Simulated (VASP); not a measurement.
# NaW (Fm-3m) in VASP: further runs

NaW is run at these levels: PBE; tasks: single point.

All numbers are computed with VASP 6.6.1; they aren't measurements. Logs are shortened: lines on timing, memory, paths and dates and some standing lists are left out, and cuts for length are marked.

### 1 The cell of the first run

It takes space group Fm-3m (No. 225, cubic). Conventional cell: a = 5.315 Å, b = 5.315 Å, c = 5.315 Å, α = 90.00°, β = 90.00°, γ = 90.00°. Within 3.5 Å of Na (site symmetry m-3m) lie 6 W at 2.66 Å. Within 3.5 Å of W (site symmetry m-3m) lie 6 Na at 2.66 Å.

### 2 Single point, PBE

INCAR reads:

```
ALGO     = Normal         # electronic algorithm
EDIFF    = 1E-6           # SCF threshold, eV
ENCUT    = 500            # plane-wave cutoff, eV
GGA      = PE             # functional
GGA_COMPAT= False        
ISIF     = 2              # what is computed and relaxed
ISMEAR   = 1              # smearing method
LASPH    = True           # aspherical terms in the spheres
LCHARG   = True           # write CHGCAR
LELF     = True           # ELF
LREAL    = False          # projectors in reciprocal space
LVHAR    = True         
LWAVE    = False          # write WAVECAR
NBANDS   = 18             # bands
NELM     = 120            # most SCF steps
PREC     = Accurate       # precision mode
SIGMA    = 0.1933         # smearing width, eV
```

KPOINTS reads:

```
k-points
0
Gamma
  6 6 6
```

POSCAR reads:

```
NaW
1.0
    0.0000000000      2.6576600000      2.6576600000
    2.6576600000      0.0000000000      2.6576600000
    2.6576600000      2.6576600000      0.0000000000
Na W
1 1
Direct
    0.0000000000      0.0000000000      0.0000000000
    0.5000000000      0.5000000000      0.5000000000
```

Potentials or basis: VASP PAW PBE potentials, release 64 (Na_pv, W_sv).

Run with:

```console
cat potpaw_PBE.64/Na_pv/POTCAR potpaw_PBE.64/W_sv/POTCAR > POTCAR
mpirun -np 1 vasp_std > vasp.out
```

OUTCAR:

```text
EDIFF = 1E-6
   ENCUT = 500
   GGA = PE
   ISIF = 2
   ISMEAR = 1
   LASPH = True
   LREAL = False
   NELM = 120
   PREC = Accurate

 ion  position               nearest neighbor table
   1  0.000  0.000  0.000-   2 2.66   2 2.66   2 2.66   2 2.66   2 2.66   2 2.66
   2  0.500  0.500  0.500-   1 2.66   1 2.66   1 2.66   1 2.66   1 2.66   1 2.66

  LATTYP: Found a face centered cubic cell.
 ALAT       =     5.3153200000

  Lattice vectors:

 A1 = (   0.0000000000,   2.6576600000,   2.6576600000)
 A2 = (   2.6576600000,   0.0000000000,   2.6576600000)
 A3 = (   2.6576600000,   2.6576600000,   0.0000000000)

Analysis of symmetry for initial positions (statically):
=====================================================================
 Subroutine PRICEL returns:
 Original cell was already a primitive cell.

 Routine SETGRP: Setting up the symmetry group for a
 face centered cubic supercell.

 Subroutine GETGRP returns: Found 48 space group operations
 (whereof 48 operations were pure point group operations)
 out of a pool of 48 trial point group operations.

The static configuration has the point symmetry O_h .

Analysis of symmetry for dynamics (positions and initial velocities):
=====================================================================
 Subroutine PRICEL returns:
 Original cell was already a primitive cell.

 Routine SETGRP: Setting up the symmetry group for a
 face centered cubic supercell.

 Subroutine GETGRP returns: Found 48 space group operations
 (whereof 48 operations were pure point group operations)
 out of a pool of 48 trial point group operations.

The dynamic configuration has the point symmetry O_h .

 Subroutine INISYM returns: Found 48 space group operations
 (whereof 48 operations are pure point group operations),
 and found     1 'primitive' translations

----------------------------------------------------------------------------------------

                                     Primitive cell

  volume of cell :      37.5429

  direct lattice vectors                    reciprocal lattice vectors
     0.000000000  2.657660000  2.657660000    -0.188135427  0.188135427  0.188135427
     2.657660000  0.000000000  2.657660000     0.188135427 -0.188135427  0.188135427
     2.657660000  2.657660000  0.000000000     0.188135427  0.188135427 -0.188135427

  length of vectors
     3.758498816  3.758498816  3.758498816     0.325860119  0.325860119  0.325860119

  position of ions in fractional coordinates (direct lattice)
     0.000000000  0.000000000  0.000000000
     0.500000000  0.500000000  0.500000000

  ion indices of the primitive-cell ions
   primitive index   ion index
                 1           1
                 2           2

----------------------------------------------------------------------------------------

 KPOINTS: k-points

Automatic generation of k-mesh.
 Grid dimensions read from file:
 generate k-points for:    6    6    6

 Generating k-lattice:

  Cartesian coordinates                     Fractional coordinates (reciprocal lattice)
    -0.031355905  0.031355905  0.031355905     0.166666667  0.000000000  0.000000000
     0.031355905 -0.031355905  0.031355905     0.000000000  0.166666667  0.000000000
     0.031355905  0.031355905 -0.031355905     0.000000000  0.000000000  0.166666667

  Length of vectors
     0.054310020  0.054310020  0.054310020

  Shift w.r.t. Gamma in fractional coordinates (k-lattice)
     0.000000000  0.000000000  0.000000000

 Subroutine IBZKPT returns following result:
 ===========================================

 Found     16 irreducible k-points:

 Following reciprocal coordinates:
            Coordinates               Weight
  0.000000  0.000000  0.000000      1.000000
  0.166667  0.000000  0.000000      8.000000
  0.333333  0.000000  0.000000      8.000000
  0.500000  0.000000  0.000000      4.000000
  0.166667  0.166667  0.000000      6.000000
  0.333333  0.166667  0.000000     24.000000
[... 8 lines left out ...]
 -0.333333  0.333333  0.166667     24.000000
 -0.333333  0.500000  0.166667     12.000000
   k-points           NKPTS =     16   k-points in BZ     NKDIM =     16   number of bands    NBANDS=     18
   number of dos      NEDOS =    301   number of ions     NIONS =      2
   total plane-waves  NPLWV =  21952
   dimension x,y,z NGX =    28 NGY =   28 NGZ =   28
   dimension x,y,z NGXF=    56 NGYF=   56 NGZF=   56
   ions per type =               1   1
   NGX,Y,Z   is equivalent  to a cutoff of  12.38, 12.38, 12.38 a.u.
   NGXF,Y,Z  is equivalent  to a cutoff of  24.77, 24.77, 24.77 a.u.
 SYSTEM =  unknown system
   PREC   = accura    normal or accurate (medium, high low for compatibility)
   ISTART =      0    job   : 0-new  1-cont  2-samecut
   ICHARG =      2    charge: 1-file 2-atom 10-const
   ISPIN  =      1    spin polarized calculation?
   LNONCOLLINEAR =      F non collinear calculations
   LSORBIT =      F    spin-orbit coupling
   LASPH  =      T    aspherical Exc in radial PAW
   ENCUT  =  500.0 eV  36.75 Ry    6.06 a.u.   6.85  6.85  6.85*2*pi/ulx,y,z
   NELM   =    120;   NELMIN=  2; NELMDL= -5     # of ELM steps
   EDIFF  = 0.1E-05   stopping-criterion for ELM
   LREAL  =      F    real-space projection
   EDIFFG = 0.1E-04   stopping-criterion for IOM
   NSW    =      0    number of steps for IOM
   IBRION =     -1    ionic relax: 0-MD 1-quasi-New 2-CG
   NFREE  =      0    steps in history (QN), initial steepest desc. (CG)
   ISIF   =      2    stress and relaxation
   ISYM   =      2    0-nonsym 1-usesym 2-fastsym
   POTIM  = 0.5000    time-step for ionic-motion
   TEBEG  =    0.0;   TEEND  =   0.0 temperature during run
   PSTRESS=    0.0 pullay stress
   NELECT =      21.0000    total number of electrons
   NUPDOWN=      -1.0000    fix difference up-down
   EMIN   =  10.00;   EMAX   =-10.00  energy-range for DOS
   EFERMI =   0.00;   METHOD = LEGACY
   ISMEAR =     1;   SIGMA  =   0.19  broadening in eV -4-tet -1-fermi 0-gaus
   EFERMI_NEDOS =   21; number of points for ismear=-14 and -15
   IALGO  =     38    algorithm
   IMIX   =      4    mixing-type and parameters
     AMIX     =   0.40;   BMIX     =  1.00
     AMIX_MAG =   1.60;   BMIX_MAG =  1.00
  volume/ion in A,a.u.               =      18.77       126.68
  Fermi-wavevector in a.u.,A,eV,Ry     =   1.348875  2.549005 24.755323  1.819465
  Thomas-Fermi vector in A             =   2.476508
   LORBIT       =      0    0 simple, 1 ext, 2 COOP (PROOUT), +10 PAW based schemes
   GGA     = PE    functional components
   LHFCALC =     F    Hartree Fock is set to
   AEXX    =    0.0000 exact exchange contribution
   IVDW    =     0    specifies the selected vdW correction
   LEPSILON=     F    determine dielectric tensor
   LRPA    =     F    only Hartree local field effects (RPA)
 non-spin polarized calculation
 Methfessel and Paxton  Order N= 1 SIGMA  =   0.19
  energy-cutoff  :      500.00
  volume of cell :       37.54
 maximum number of plane-waves:       962
   NGX = 13   NGY = 13   NGZ = 13

 number of electron      20.9999992 magnetization

 Free energy of the ion-electron system (eV)
  ---------------------------------------------------
  ext. energy  EPLUGINS =         0.00000000
  ---------------------------------------------------
  free energy    TOTEN  =        -7.80104782 eV

  energy without entropy =       -7.80234739  energy(sigma->0) =       -7.80148101

 E-fermi :   5.0647     XC(G=0): -10.8091

 val. band max:        5.0170856992   @ k =  -0.1667   0.1667   0.0000
 cond. band min:       5.0703886286   @ k =  -0.1667   0.1667   0.0000
 fundamental gap:      0.0533029294
 Fermi energy:         5.0646935003

 k-point     1 :       0.0000    0.0000    0.0000
  band No.  band energies     occupation
      1     -69.0112      2.00000
      2     -33.1622      2.00000
      3     -33.1622      2.00000
      4     -33.1622      2.00000
      5     -17.9003      2.00000
      6     -17.9003      2.00000
[... 10 lines left out ...]
     17      16.6894      0.00000
     18      20.6650      0.00000

 k-point     2 :       0.1667    0.0000    0.0000
  band No.  band energies     occupation
      1     -69.0108      2.00000
      2     -33.1750      2.00000
      3     -33.1641      2.00000
      4     -33.1641      2.00000
      5     -17.9175      2.00000
      6     -17.9071      2.00000
[... 10 lines left out ...]
     17      16.4913      0.00000
     18      18.9399      0.00000

 k-point     3 :       0.3333    0.0000    0.0000
  band No.  band energies     occupation
      1     -69.0101      2.00000
      2     -33.2006      2.00000
      3     -33.1677      2.00000
      4     -33.1677      2.00000
      5     -17.9513      2.00000
      6     -17.9206      2.00000
[... 10 lines left out ...]
     17      15.8450      0.00000
     18      19.2638      0.00000

 k-point     4 :       0.5000    0.0000    0.0000
  band No.  band energies     occupation
      1     -69.0097      2.00000
      2     -33.2133      2.00000
      3     -33.1696      2.00000
      4     -33.1696      2.00000
      5     -17.9678      2.00000
      6     -17.9274      2.00000
[... 207 lines left out ...]
      4     -33.1750      2.00000
      5     -17.9473      2.00000
      6     -17.9246      2.00000
[... 10 lines left out ...]
     17      17.6274      0.00000
     18      18.1654      0.00000

 k-point    15 :      -0.3333    0.3333    0.1667
  band No.  band energies     occupation
      1     -69.0093      2.00000
      2     -33.2055      2.00000
      3     -33.1937      2.00000
      4     -33.1778      2.00000
      5     -17.9447      2.00000
      6     -17.9249      2.00000
[... 10 lines left out ...]
     17      17.5792      0.00000
     18      18.8936      0.00000

 k-point    16 :      -0.3333    0.5000    0.1667
  band No.  band energies     occupation
      1     -69.0091      2.00000
      2     -33.2098      2.00000
      3     -33.1935      2.00000
      4     -33.1828      2.00000
      5     -17.9310      2.00000
      6     -17.9292      2.00000
[... 10 lines left out ...]
     17      17.6919      0.00000
     18      19.7979      0.00000

------------------------ aborting loop because EDIFF is reached ----------------------------------------

  FORCE on cell =-STRESS in cart. coord.  units (eV):
  Direction    XX          YY          ZZ          XY          YZ          ZX
  --------------------------------------------------------------------------------------
  -------------------------------------------------------------------------------------
  Total        0.9238672      0.9238672      0.9238672     -0.0000000      0.0000000     -0.0000000
  in kB       39.4268311     39.4268311     39.4268311     -0.0000000      0.0000000     -0.0000000
  external PRESSURE =      39.4268311 kB  Pullay stress =       0.0000000 kB

 VOLUME and BASIS-vectors are now :
 -----------------------------------------------------------------------------
  energy-cutoff  :      500.00
  volume of cell :       37.54
      direct lattice vectors                 reciprocal lattice vectors
     0.000000000  2.657660000  2.657660000    -0.188135427  0.188135427  0.188135427
     2.657660000  0.000000000  2.657660000     0.188135427 -0.188135427  0.188135427
     2.657660000  2.657660000  0.000000000     0.188135427  0.188135427 -0.188135427

 POSITION                                       TOTAL-FORCE (eV/Angst)
 -----------------------------------------------------------------------------------
      0.00000      0.00000      0.00000         0.000000      0.000000     -0.000000
      2.65766      2.65766      2.65766        -0.000000     -0.000000      0.000000
 -----------------------------------------------------------------------------------
    total drift:                                0.000000      0.000000      0.000000

  FREE ENERGIE OF THE ION-ELECTRON SYSTEM (eV)
  ---------------------------------------------------
  free  energy   TOTEN  =        -7.8010478165 eV

  energy  without entropy=       -7.8023473932  energy(sigma->0) =       -7.80148101
```

Wall time 5.6 s (1 thread of Intel Xeon 6975P-C (Granite Rapids), shared host); peak memory 0.15 GiB.

What came out:

```yaml
Free_energy: -7.8010 eV
Pressure: 3.9 GPa
```

Levels at points of the mesh, in eV from the Fermi level:
| k point | band 9 | band 10 | band 11 | band 12 | band 13 | band 14 |
| --- | --- | --- | --- | --- | --- | --- |
| (0.00, 0.00, 0.00) | -0.58 | -0.58 | -0.58 | 0.11 | 0.11 | 9.49 |
| (0.50, 0.00, 0.00) | -0.47 | -0.47 | -0.34 | 1.32 | 1.32 | 2.33 |
| (0.50, 0.50, 0.00) | -2.07 | 0.41 | 0.91 | 1.62 | 1.62 | 2.23 |

Caveat: spin-orbit coupling is left out, which moves the levels of the heavy elements.

### 3 Single point, PBE

INCAR reads:

```
SYSTEM = NaW
ALGO = Normal
EDIFF = 1E-6
ENCUT = 500
GGA = PE
GGA_COMPAT = .FALSE.
ISIF = 2
ISMEAR = 1
LASPH = .TRUE.
LCHARG = .FALSE.
LREAL = .FALSE.
LWAVE = .FALSE.
NBANDS = 18
NELM = 120
PREC = Accurate
SIGMA = 0.1933
```

KPOINTS reads:

```
k-points
0
G
  6 6 6
  0 0 0
```

POSCAR is that of step 2.

Potentials or basis: VASP PAW PBE potentials, release 64 (Na_pv, W_sv).

Run with:

```console
cat potpaw_PBE.64/Na_pv/POTCAR potpaw_PBE.64/W_sv/POTCAR > POTCAR
mpirun -np 1 vasp_std > vasp.out
```

It took 4.9 s on 1 thread of Intel Xeon 6975P-C (Granite Rapids), shared host; peak memory 0.15 GiB.

Results (log left out):

* Free energy: -7.8010 eV
* Pressure: 3.9 GPa

Levels at points of the mesh, in eV from the Fermi level:
```
           k point  band 8  band 9  band 10  band 11  band 12  band 13  band 14  band 15
(0.00, 0.00, 0.00)   -5.94   -0.58    -0.58    -0.58     0.11     0.11     9.49    11.62
(0.50, 0.00, 0.00)   -3.18   -0.47    -0.47    -0.34     1.32     1.32     2.33     8.70
(0.50, 0.50, 0.00)   -2.27   -2.07     0.41     0.91     1.62     1.62     2.23     5.71
```

Caveat: spin-orbit coupling is left out, which moves the levels of the heavy elements.
